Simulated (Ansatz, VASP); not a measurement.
Ba3MgF8: VASP beside Ansatz

```xyz
12
Lattice="4.0448 -5.8966 0.0000 4.0448 5.8966 0.0000 0.0000 0.0000 4.3521" Properties=species:S:1:pos:R:3 pbc="T T T"
Ba    0.0000    0.0000    0.0000
Ba    2.0224   -2.9483    2.1760
Ba    2.0224    2.9483    2.1760
F     4.0448    1.3065    2.1760
F     4.0448    4.4967    2.1760
F     5.7239   -1.3397    0.0000
F     5.7239    1.3397    0.0000
F     2.3658   -1.3397    0.0000
F     2.3658    1.3397    0.0000
F     4.0448   -4.4967    2.1760
F     4.0448   -1.3065    2.1760
Mg    4.0448    0.0000    0.0000
```

Alike in both runs: task single point; functional PBE; k mesh 4 × 4 × 6; occupations fermi-dirac, width 0.02 eV; no spin polarisation.

```csv
,VASP,Ansatz
version,VASP 6.6.1,Ansatz 0.2.0
potentials or method,"VASP PAW PBE potentials, release 64 (Ba_sv, F, Mg)","plane waves, PAW"
plane-wave cutoff (eV),520,420
valence electrons in the cell,88,96
```

VASP gave:

| Item | Value |
| --- | --- |
| gap on the k mesh at the Fermi level (eV) | 5.10 |
| pressure (GPa) | 2.9 |
| rms of the force components (eV/Å) | 0.021 |

**Question.** Estimate Ansatz's values.

**Answer.** gap on the k mesh at the Fermi level (eV): 5.20; pressure (GPa): 1.9; rms of the force components (eV/Å): 0.030.

VASP's potentials hold 88 valence electrons a cell and Ansatz's 96, so a difference there can come from the potentials and not from the codes.

Spin-orbit coupling is off throughout.
